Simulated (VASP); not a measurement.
# HfC (Cm) in VASP: single point with PBEsol

Aim: the single point of HfC with PBEsol.

All numbers are computed with VASP 6.6.1; they aren't measurements. Logs are shortened: lines on timing, memory, paths and dates and some standing lists are left out, and cuts for length are marked.

### Step 1. The cell of the first run

The structure is monoclinic, space group Cm (No. 8). Conventional cell: a = 5.695 Å, b = 3.288 Å, c = 3.288 Å, α = 90.00°, β = 125.26°, γ = 90.00°. Within 2.9 Å of Hf (site symmetry m) lie 6 C at 1.93 to 2.81 Å. Within 2.9 Å of C (site symmetry m) lie 6 Hf at 1.93 to 2.81 Å.

### Step 2. Single point, PBEsol (atom 2 (C) moved by (-0.450, -0.450) A along [1 1 0] and z)

Input file INCAR:

```
PREC     = Accurate       # precision mode
ENCUT    = 520            # plane-wave cutoff, eV
EDIFF    = 1E-6           # SCF threshold, eV
ISMEAR   = 0              # smearing method
SIGMA    = 0.15           # smearing width, eV
LREAL    = F              # projectors in reciprocal space
LASPH    = T              # aspherical terms in the spheres
NELM     = 60             # most SCF steps
ALGO     = Normal         # electronic algorithm
ISIF     = 2              # what is computed and relaxed
LWAVE    = F              # write WAVECAR
LCHARG   = F              # write CHGCAR
GGA      = PS             # functional
NBANDS   = 14             # bands
```

Input file KPOINTS:

```
Automatic mesh
0
Gamma
  18 18 18
```

Input file POSCAR:

```
HfC
1.0
    0.0000000000      2.3250000000      2.3250000000
    2.3250000000      0.0000000000      2.3250000000
    2.3250000000      2.3250000000      0.0000000000
Hf C
1 1
Direct
    0.5000000000      0.5000000000      0.5000000000
   -0.0967741935     -0.0967741935     -0.0400851835
```

Potentials or basis: VASP PAW PBE potentials, release 64 (Hf_pv, C).

Launch:

```
> cat potpaw_PBE.64/Hf_pv/POTCAR potpaw_PBE.64/C/POTCAR > POTCAR
> mpirun -np 1 vasp_std > vasp.out
```

OUTCAR:

```text
PREC = Accurate
   ENCUT = 520
   EDIFF = 1E-6
   ISMEAR = 0
   LREAL = F
   LASPH = T
   NELM = 60
   ISIF = 2
   GGA = PS

 ion  position               nearest neighbor table
   1  0.500  0.500  0.500-   2 1.93   2 2.08   2 2.08   2 2.70   2 2.70   2 2.81
   2  0.903  0.903  0.960-   1 1.93   1 2.08   1 2.08   1 2.70   1 2.70   1 2.81

  LATTYP: Found a face centered cubic cell.
 ALAT       =     4.6500000000

  Lattice vectors:

 A1 = (   0.0000000000,   2.3250000000,   2.3250000000)
 A2 = (   2.3250000000,   0.0000000000,   2.3250000000)
 A3 = (   2.3250000000,   2.3250000000,   0.0000000000)

Analysis of symmetry for initial positions (statically):
=====================================================================
 Subroutine PRICEL returns:
 Original cell was already a primitive cell.

 Routine SETGRP: Setting up the symmetry group for a
 face centered cubic supercell.

 Subroutine GETGRP returns: Found  2 space group operations
 (whereof  2 operations were pure point group operations)
 out of a pool of 48 trial point group operations.

The static configuration has the point symmetry C_1h.

Analysis of symmetry for dynamics (positions and initial velocities):
=====================================================================
 Subroutine PRICEL returns:
 Original cell was already a primitive cell.

 Routine SETGRP: Setting up the symmetry group for a
 face centered cubic supercell.

 Subroutine GETGRP returns: Found  2 space group operations
 (whereof  2 operations were pure point group operations)
 out of a pool of 48 trial point group operations.

The dynamic configuration has the point symmetry C_1h.

 Subroutine INISYM returns: Found  2 space group operations
 (whereof  2 operations are pure point group operations),
 and found     1 'primitive' translations

----------------------------------------------------------------------------------------

                                     Primitive cell

  volume of cell :      25.1362

  direct lattice vectors                    reciprocal lattice vectors
     0.000000000  2.325000000  2.325000000    -0.215053763  0.215053763  0.215053763
     2.325000000  0.000000000  2.325000000     0.215053763 -0.215053763  0.215053763
     2.325000000  2.325000000  0.000000000     0.215053763  0.215053763 -0.215053763

  length of vectors
     3.288046533  3.288046533  3.288046533     0.372484045  0.372484045  0.372484045

  position of ions in fractional coordinates (direct lattice)
     0.500000000  0.500000000  0.500000000
     0.903225806  0.903225806  0.959914817

  ion indices of the primitive-cell ions
   primitive index   ion index
                 1           1
                 2           2

----------------------------------------------------------------------------------------

 KPOINTS: Automatic mesh

Automatic generation of k-mesh.
 Grid dimensions read from file:
 generate k-points for:   18   18   18

 Generating k-lattice:

  Cartesian coordinates                     Fractional coordinates (reciprocal lattice)
    -0.011947431  0.011947431  0.011947431     0.055555556  0.000000000  0.000000000
     0.011947431 -0.011947431  0.011947431     0.000000000  0.055555556  0.000000000
     0.011947431  0.011947431 -0.011947431     0.000000000  0.000000000  0.055555556

  Length of vectors
     0.020693558  0.020693558  0.020693558

  Shift w.r.t. Gamma in fractional coordinates (k-lattice)
     0.000000000  0.000000000  0.000000000

 Subroutine IBZKPT returns following result:
 ===========================================

 Found   1550 irreducible k-points:

 Following reciprocal coordinates:
            Coordinates               Weight
  0.000000  0.000000  0.000000      1.000000
  0.055556  0.000000  0.000000      4.000000
  0.000000  0.000000  0.055556      2.000000
  0.055556  0.055556  0.055556      2.000000
  0.111111  0.000000  0.000000      4.000000
  0.000000  0.000000  0.111111      2.000000
[... 16 lines left out ...]
  0.444444  0.000000  0.000000      4.000000
  0.000000  0.000000  0.444444      2.000000
 [... further k-points ...]
   k-points           NKPTS =   1550   k-points in BZ     NKDIM =   1550   number of bands    NBANDS=     14
   number of dos      NEDOS =    301   number of ions     NIONS =      2
   total plane-waves  NPLWV =  13824
   dimension x,y,z NGX =    24 NGY =   24 NGZ =   24
   dimension x,y,z NGXF=    48 NGYF=   48 NGZF=   48
   ions per type =               1   1
   NGX,Y,Z   is equivalent  to a cutoff of  12.13, 12.13, 12.13 a.u.
   NGXF,Y,Z  is equivalent  to a cutoff of  24.27, 24.27, 24.27 a.u.
 SYSTEM =  unknown system
   PREC   = accura    normal or accurate (medium, high low for compatibility)
   ISTART =      0    job   : 0-new  1-cont  2-samecut
   ICHARG =      2    charge: 1-file 2-atom 10-const
   ISPIN  =      1    spin polarized calculation?
   LNONCOLLINEAR =      F non collinear calculations
   LSORBIT =      F    spin-orbit coupling
   LASPH  =      T    aspherical Exc in radial PAW
   ENCUT  =  520.0 eV  38.22 Ry    6.18 a.u.   6.11  6.11  6.11*2*pi/ulx,y,z
   NELM   =     60;   NELMIN=  2; NELMDL= -5     # of ELM steps
   EDIFF  = 0.1E-05   stopping-criterion for ELM
   LREAL  =      F    real-space projection
   EDIFFG = 0.1E-04   stopping-criterion for IOM
   NSW    =      0    number of steps for IOM
   IBRION =     -1    ionic relax: 0-MD 1-quasi-New 2-CG
   NFREE  =      0    steps in history (QN), initial steepest desc. (CG)
   ISIF   =      2    stress and relaxation
   ISYM   =      2    0-nonsym 1-usesym 2-fastsym
   POTIM  = 0.5000    time-step for ionic-motion
   TEBEG  =    0.0;   TEEND  =   0.0 temperature during run
   PSTRESS=    0.0 pullay stress
   NELECT =      14.0000    total number of electrons
   NUPDOWN=      -1.0000    fix difference up-down
   EMIN   =  10.00;   EMAX   =-10.00  energy-range for DOS
   EFERMI =   0.00;   METHOD = LEGACY
   ISMEAR =     0;   SIGMA  =   0.15  broadening in eV -4-tet -1-fermi 0-gaus
   EFERMI_NEDOS =   21; number of points for ismear=-14 and -15
   IALGO  =     38    algorithm
   IMIX   =      4    mixing-type and parameters
     AMIX     =   0.40;   BMIX     =  1.00
     AMIX_MAG =   1.60;   BMIX_MAG =  1.00
  volume/ion in A,a.u.               =      12.57        84.81
  Fermi-wavevector in a.u.,A,eV,Ry     =   1.346949  2.545365 24.684672  1.814272
  Thomas-Fermi vector in A             =   2.474740
   LORBIT       =      0    0 simple, 1 ext, 2 COOP (PROOUT), +10 PAW based schemes
   GGA     = PS    functional components
   LHFCALC =     F    Hartree Fock is set to
   AEXX    =    0.0000 exact exchange contribution
   IVDW    =     0    specifies the selected vdW correction
   LEPSILON=     F    determine dielectric tensor
   LRPA    =     F    only Hartree local field effects (RPA)
 non-spin polarized calculation
 Gauss-broadening in eV      SIGMA  =   0.15
  energy-cutoff  :      520.00
  volume of cell :       25.14
 maximum number of plane-waves:       700
   NGX = 13   NGY = 13   NGZ = 13

 number of electron      14.0000000 magnetization

 Free energy of the ion-electron system (eV)
  ---------------------------------------------------
  ext. energy  EPLUGINS =         0.00000000
  ---------------------------------------------------
  free energy    TOTEN  =       -20.66614141 eV

  energy without entropy =      -20.66614141  energy(sigma->0) =      -20.66614141

 E-fermi :   5.8837     XC(G=0): -12.2874

 val. band max:        5.4026601794   @ k =   0.5000   0.5000   0.0000
 cond. band min:       6.4033106713   @ k =   0.0556  -0.3889  -0.1111
 fundamental gap:      1.0006504919
 Fermi energy:         5.8837257634

 k-point     1 :       0.0000    0.0000    0.0000
  band No.  band energies     occupation
      1     -23.6722      2.00000
      2     -23.6225      2.00000
      3     -23.5695      2.00000
      4      -6.3538      2.00000
      5       3.6744      2.00000
      6       3.8775      2.00000
      7       4.1714      2.00000
      8       7.6015      0.00000
      9       8.3010      0.00000
     10      10.6543      0.00000
     11      12.4754      0.00000
     12      12.8345      0.00000
     13      13.5931      0.00000
     14      16.5324      0.00000

 k-point     2 :       0.0556    0.0000    0.0000
  band No.  band energies     occupation
      1     -23.6834      2.00000
      2     -23.6257      2.00000
      3     -23.5852      2.00000
      4      -6.2728      2.00000
      5       3.4482      2.00000
      6       3.9238      2.00000
      7       4.3061      2.00000
      8       7.5442      0.00000
      9       8.2114      0.00000
     10      10.4511      0.00000
     11      12.5297      0.00000
     12      13.0974      0.00000
     13      13.9118      0.00000
     14      16.7636      0.00000

 k-point     3 :       0.0000    0.0000    0.0556
  band No.  band energies     occupation
      1     -23.6842      2.00000
      2     -23.6382      2.00000
      3     -23.5728      2.00000
      4      -6.2690      2.00000
      5       3.6208      2.00000
      6       3.7046      2.00000
      7       4.3694      2.00000
      8       7.5242      0.00000
      9       8.1998      0.00000
     10      10.4966      0.00000
     11      12.4977      0.00000
     12      13.0505      0.00000
     13      13.9456      0.00000
     14      16.7612      0.00000
[... 324 lines left out ...]
 k-point    23 :       0.4444    0.0000    0.0000
  band No.  band energies     occupation
      1     -24.3390      2.00000
      2     -23.7254      2.00000
      3     -23.7085      2.00000
      4      -3.1738      2.00000
      5       0.2335      2.00000
      6       3.3204      2.00000
      7       4.3975      2.00000
      8       8.0675      0.00000
      9       9.7128      0.00000
     10      10.8630      0.00000
     11      12.7025      0.00000
     12      15.3103      0.00000
     13      17.0889      0.00000
     14      19.4772      0.00000

 k-point    24 :       0.0000    0.0000    0.4444
  band No.  band energies     occupation
      1     -24.3875      2.00000
      2     -23.7403      2.00000
      3     -23.6730      2.00000
      4      -2.9092      2.00000
      5       0.0994      2.00000
      6       3.5521      2.00000
      7       4.6817      2.00000
      8       7.8540      0.00000
      9       9.9020      0.00000
     10      10.6043      0.00000
     11      12.3212      0.00000
     12      14.2101      0.00000
     13      17.1075      0.00000
     14      19.7024      0.00000

 [... further k-points ...]

------------------------ aborting loop because EDIFF is reached ----------------------------------------

  FORCE on cell =-STRESS in cart. coord.  units (eV):
  Direction    XX          YY          ZZ          XY          YZ          ZX
  --------------------------------------------------------------------------------------
  -------------------------------------------------------------------------------------
  Total        2.4230187      2.4230187      7.3506787     -1.0851687     -1.9931892     -1.9931884
  in kB      154.4430889    154.4430889    468.5318872    -69.1685958   -127.0457761   -127.0457288
  external PRESSURE =     259.1393550 kB  Pullay stress =       0.0000000 kB

 VOLUME and BASIS-vectors are now :
 -----------------------------------------------------------------------------
  energy-cutoff  :      520.00
  volume of cell :       25.14
      direct lattice vectors                 reciprocal lattice vectors
     0.000000000  2.325000000  2.325000000    -0.215053763  0.215053763  0.215053763
     2.325000000  0.000000000  2.325000000     0.215053763 -0.215053763  0.215053763
     2.325000000  2.325000000  0.000000000     0.215053763  0.215053763 -0.215053763

 POSITION                                       TOTAL-FORCE (eV/Angst)
 -----------------------------------------------------------------------------------
      2.32500      2.32500      2.32500        -1.617543     -1.617543     -4.799336
      4.33180      4.33180      4.20000         1.617543      1.617543      4.799336
 -----------------------------------------------------------------------------------
    total drift:                                0.000353      0.000353      0.000763

  FREE ENERGIE OF THE ION-ELECTRON SYSTEM (eV)
  ---------------------------------------------------
  free  energy   TOTEN  =       -20.6661414083 eV

  energy  without entropy=      -20.6661414067  energy(sigma->0) =      -20.66614141
```

Run time: 8.9 min. Hardware: 1 thread of Intel Xeon 8259CL, shared host; peak memory 0.63 GiB.

What came out:

```yaml
Free_energy: -20.6661 eV
Pressure: 25.9 GPa
Largest_force: 5.317 eV/Å
Band_gap_on_the_k_mesh: 1.00 eV (least direct gap 1.16 eV)
```

Forces on the atoms (eV/Å):
```
Hf  -1.618 -1.618 -4.799
C    1.618  1.618  4.799
```

Caveat: the cell differs from its parent crystal (atom 2 (C) moved by (-0.450, -0.450) A along [1 1 0] and z); the stress differs along the axes, from 15 to 47 GPa; the PAW data sets were made with another functional, which shifts forces and pressure a little; spin-orbit coupling is left out, which moves the levels of the heavy elements. A k mesh can miss the band edges.
